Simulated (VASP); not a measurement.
# NaF (Pm-3m) in VASP: notebook

The runs below take NaF through single point, with PBEsol.

Program: VASP 6.6.1. These are calculated values, not measurements. Logs are shortened: lines on timing, memory, paths and dates and some standing lists are left out, and cuts for length are marked.

**1. The cell of the first run**

It takes space group Pm-3m (No. 221, cubic). The conventional cell has a = 2.793 Å, b = 2.793 Å, c = 2.793 Å, α = 90.00°, β = 90.00°, γ = 90.00°. Na (site symmetry m-3m) has 8 F at 2.42 Å and 6 Na at 2.79 Å within 3.2 Å. F (site symmetry m-3m) has 8 Na at 2.42 Å and 6 F at 2.79 Å within 3.2 Å.

**2. Single point, PBEsol**

File INCAR:

```
PREC = Accurate
ENCUT = 520
EDIFF = 1E-7
ISMEAR = 0
SIGMA = 0.01
LREAL = F
LASPH = T
NELM = 80
ALGO = Normal
ISIF = 2
LWAVE = F
LCHARG = T
GGA = PS
LELF = T
LVHAR = T
NBANDS = 14
```

File KPOINTS:

```
Automatic mesh
0
Gamma
  6 6 6
```

File POSCAR:

```
NaF
1.0
    2.7934852186      0.0000000000      0.0000000000
    0.0000000000      2.7934852186      0.0000000000
    0.0000000000      0.0000000000      2.7934852186
Na F
1 1
Direct
    0.0000000000      0.0000000000      0.0000000000
    0.5000000000      0.5000000000      0.5000000000
```

Potentials or basis: VASP PAW PBE potentials, release 64 (Na_pv, F).

The run is started by

```
$ cat potpaw_PBE.64/Na_pv/POTCAR potpaw_PBE.64/F/POTCAR > POTCAR
$ mpirun -np 1 vasp_std > vasp.out
```

OUTCAR:

```text
PREC = Accurate
   ENCUT = 520
   EDIFF = 1E-7
   ISMEAR = 0
   LREAL = F
   LASPH = T
   NELM = 80
   ISIF = 2
   GGA = PS

 ion  position               nearest neighbor table
   1  0.000  0.000  0.000-
   2  0.500  0.500  0.500-

  LATTYP: Found a simple cubic cell.
 ALAT       =     2.7934852186

  Lattice vectors:

 A1 = (   2.7934852186,   0.0000000000,   0.0000000000)
 A2 = (   0.0000000000,   2.7934852186,   0.0000000000)
 A3 = (   0.0000000000,   0.0000000000,   2.7934852186)

Analysis of symmetry for initial positions (statically):
=====================================================================
 Subroutine PRICEL returns:
 Original cell was already a primitive cell.

 Routine SETGRP: Setting up the symmetry group for a
 simple cubic supercell.

 Subroutine GETGRP returns: Found 48 space group operations
 (whereof 48 operations were pure point group operations)
 out of a pool of 48 trial point group operations.

The static configuration has the point symmetry O_h .

Analysis of symmetry for dynamics (positions and initial velocities):
=====================================================================
 Subroutine PRICEL returns:
 Original cell was already a primitive cell.

 Routine SETGRP: Setting up the symmetry group for a
 simple cubic supercell.

 Subroutine GETGRP returns: Found 48 space group operations
 (whereof 48 operations were pure point group operations)
 out of a pool of 48 trial point group operations.

The dynamic configuration has the point symmetry O_h .

 Subroutine INISYM returns: Found 48 space group operations
 (whereof 48 operations are pure point group operations),
 and found     1 'primitive' translations

----------------------------------------------------------------------------------------

                                     Primitive cell

  volume of cell :      21.7991

  direct lattice vectors                    reciprocal lattice vectors
     2.793485219  0.000000000  0.000000000     0.357975762  0.000000000  0.000000000
     0.000000000  2.793485219  0.000000000     0.000000000  0.357975762  0.000000000
     0.000000000  0.000000000  2.793485219     0.000000000  0.000000000  0.357975762

  length of vectors
     2.793485219  2.793485219  2.793485219     0.357975762  0.357975762  0.357975762

  position of ions in fractional coordinates (direct lattice)
     0.000000000  0.000000000  0.000000000
     0.500000000  0.500000000  0.500000000

  ion indices of the primitive-cell ions
[... 80 lines left out ...]
   PSTRESS=    0.0 pullay stress
   NELECT =      14.0000    total number of electrons
   NUPDOWN=      -1.0000    fix difference up-down
   EMIN   =  10.00;   EMAX   =-10.00  energy-range for DOS
   EFERMI =   0.00;   METHOD = LEGACY
   ISMEAR =     0;   SIGMA  =   0.01  broadening in eV -4-tet -1-fermi 0-gaus
   EFERMI_NEDOS =   21; number of points for ismear=-14 and -15
   IALGO  =     38    algorithm
   IMIX   =      4    mixing-type and parameters
     AMIX     =   0.40;   BMIX     =  1.00
     AMIX_MAG =   1.60;   BMIX_MAG =  1.00
  volume/ion in A,a.u.               =      10.90        73.55
  Fermi-wavevector in a.u.,A,eV,Ry     =   1.412444  2.669131 27.143583  1.994997
  Thomas-Fermi vector in A             =   2.534192
   LORBIT       =      0    0 simple, 1 ext, 2 COOP (PROOUT), +10 PAW based schemes
   GGA     = PS    functional components
   LHFCALC =     F    Hartree Fock is set to
   AEXX    =    0.0000 exact exchange contribution
   IVDW    =     0    specifies the selected vdW correction
   LEPSILON=     F    determine dielectric tensor
   LRPA    =     F    only Hartree local field effects (RPA)
 non-spin polarized calculation
 Gauss-broadening in eV      SIGMA  =   0.01
  energy-cutoff  :      520.00
  volume of cell :       21.80
 maximum number of plane-waves:       624
 NGX is ok and might be reduce to    24
   NGX = 11   NGY = 11   NGZ = 11

 number of electron      14.0000006 magnetization

 Free energy of the ion-electron system (eV)
  ---------------------------------------------------
  ext. energy  EPLUGINS =         0.00000000
  ---------------------------------------------------
  free energy    TOTEN  =        -8.48005040 eV

  energy without entropy =       -8.48005040  energy(sigma->0) =       -8.48005040

 E-fermi :  -0.6358     XC(G=0): -10.1205

 val. band max:       -0.7150025747   @ k =   0.5000   0.5000   0.0000
 cond. band min:       5.2625079753   @ k =   0.0000   0.0000   0.0000
 fundamental gap:      5.9775105500
 Fermi energy:        -0.6357625973

 k-point     1 :       0.0000    0.0000    0.0000
  band No.  band energies     occupation
      1     -20.5546      2.00000
      2     -20.5546      2.00000
      3     -20.5546      2.00000
      4     -20.5034      2.00000
      5      -1.0584      2.00000
      6      -1.0584      2.00000
      7      -1.0584      2.00000
      8       5.2625      0.00000
      9      14.8636      0.00000
     10      14.8636      0.00000
     11      23.1799      0.00000
     12      23.1799      0.00000
     13      23.1799      0.00000
     14      30.5635      0.00000
[... 309 lines left out ...]
      1     -20.7466      2.00000
      2     -20.7466      2.00000
      3     -20.7466      2.00000
      4     -19.6994      2.00000
      5      -2.4042      2.00000
      6      -2.4042      2.00000
      7      -2.4042      2.00000
      8      13.5358      0.00000
      9      13.5358      0.00000
     10      13.5358      0.00000
     11      18.5779      0.00000
     12      18.5779      0.00000
     13      18.5779      0.00000
     14      22.6775      0.00000

------------------------ aborting loop because EDIFF is reached ----------------------------------------

  FORCE on cell =-STRESS in cart. coord.  units (eV):
  Direction    XX          YY          ZZ          XY          YZ          ZX
  --------------------------------------------------------------------------------------
  -------------------------------------------------------------------------------------
  Total        0.1851554      0.1851554      0.1851554     -0.0000000     -0.0000000      0.0000000
  in kB       13.6084212     13.6084212     13.6084212     -0.0000000     -0.0000000      0.0000000
  external PRESSURE =      13.6084212 kB  Pullay stress =       0.0000000 kB

 VOLUME and BASIS-vectors are now :
 -----------------------------------------------------------------------------
  energy-cutoff  :      520.00
  volume of cell :       21.80
      direct lattice vectors                 reciprocal lattice vectors
     2.793485219  0.000000000  0.000000000     0.357975762  0.000000000  0.000000000
     0.000000000  2.793485219  0.000000000     0.000000000  0.357975762  0.000000000
     0.000000000  0.000000000  2.793485219     0.000000000  0.000000000  0.357975762

 POSITION                                       TOTAL-FORCE (eV/Angst)
 -----------------------------------------------------------------------------------
      0.00000      0.00000      0.00000         0.000000      0.000000      0.000000
      1.39674      1.39674      1.39674         0.000000      0.000000      0.000000
 -----------------------------------------------------------------------------------
    total drift:                                0.000000      0.000000     -0.000000

  FREE ENERGIE OF THE ION-ELECTRON SYSTEM (eV)
  ---------------------------------------------------
  free  energy   TOTEN  =        -8.4800504039 eV

  energy  without entropy=       -8.4800504039  energy(sigma->0) =       -8.48005040
```

OSZICAR:

```text
N       E                     dE             d eps       ncg     rms          rms(c)
DAV:   1     0.104688499443E+03    0.10469E+03   -0.78266E+03   582   0.125E+03
DAV:   2    -0.430783758076E+01   -0.10900E+03   -0.10186E+03   650   0.335E+02
DAV:   3    -0.921410084446E+01   -0.49063E+01   -0.48977E+01   638   0.664E+01
DAV:   4    -0.924527332040E+01   -0.31172E-01   -0.31171E-01   686   0.578E+00
DAV:   5    -0.924555886058E+01   -0.28554E-03   -0.28554E-03   638   0.550E-01    0.467E+00
DAV:   6    -0.852382133713E+01    0.72174E+00   -0.20755E+00   652   0.142E+01    0.169E+00
DAV:   7    -0.849462239185E+01    0.29199E-01   -0.29243E-02   592   0.291E+00    0.984E-01
DAV:   8    -0.847979810636E+01    0.14824E-01   -0.21770E-02   584   0.413E+00    0.131E-01
DAV:   9    -0.848007577997E+01   -0.27767E-03   -0.29634E-03   718   0.627E-01    0.687E-02
DAV:  10    -0.848005763135E+01    0.18149E-04   -0.43345E-04   610   0.185E-01    0.290E-02
DAV:  11    -0.848005015159E+01    0.74798E-05   -0.38481E-05   662   0.948E-02    0.222E-03
DAV:  12    -0.848005042078E+01   -0.26918E-06   -0.23953E-06   584   0.160E-02    0.924E-04
DAV:  13    -0.848005040393E+01    0.16850E-07   -0.14415E-07   592   0.346E-03
   1 F= -.84800504E+01 E0= -.84800504E+01  d E =-.421556E-31
```

Run time: 8.8 s. Hardware: 1 thread of Intel Xeon 8259CL, shared host; peak memory 0.13 GiB.

Results:

```yaml
Free_energy: -8.4801 eV
Pressure: 1.4 GPa
Band_gap_on_the_k_mesh: 5.98 eV, indirect (least direct gap 6.32 eV)
```

Caveat: the PAW data sets were made with another functional, which shifts forces and pressure a little.

[end of part 1 of 2]
